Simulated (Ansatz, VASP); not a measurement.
## MgS: VASP beside Ansatz

```xyz
2
Lattice="-0.0520 2.5756 2.5756 2.5756 -0.0520 2.5756 2.5756 2.5756 -0.0520" Properties=species:S:1:pos:R:3 pbc="T T T"
Mg    0.0000    0.0000    0.0000
S     2.5496    2.5496    2.5496
```

Change from the starting cell: equal xy, yz and zx shear strains of -2 %, crystal datasets.

Alike in both runs: task electric field gradients; functional PBEsol; k mesh 10 × 10 × 10; occupations fermi-dirac, width 0.03 eV; no spin polarisation.

```csv
,VASP,Ansatz
version,VASP 6.6.1,Ansatz 0.2.0
potentials or method,"VASP PAW PBE potentials, release 64 (Mg, S), cutoff 520 eV","all-electron PAW with datasets made for the crystal, scalar-relativistic"
```

Ansatz gave:

* gap on the k mesh at the Fermi level (eV): 2.51
* pressure (GPa): -0.9
* traceless stress, the component that is largest in VASP (GPa): 1.04
* size of Vzz on the site where it differs most (V/Å²): 1.0

Estimate VASP's values.

gap on the k mesh at the Fermi level (eV): 2.51; pressure (GPa): -1.1; traceless stress, the component that is largest in VASP (GPa): 1.04; size of Vzz on the site where it differs most (V/Å²): 0.7.

VASP's potentials were made for PBE, not for PBEsol. Ansatz ran all-electron here, and VASP with PAW potentials.
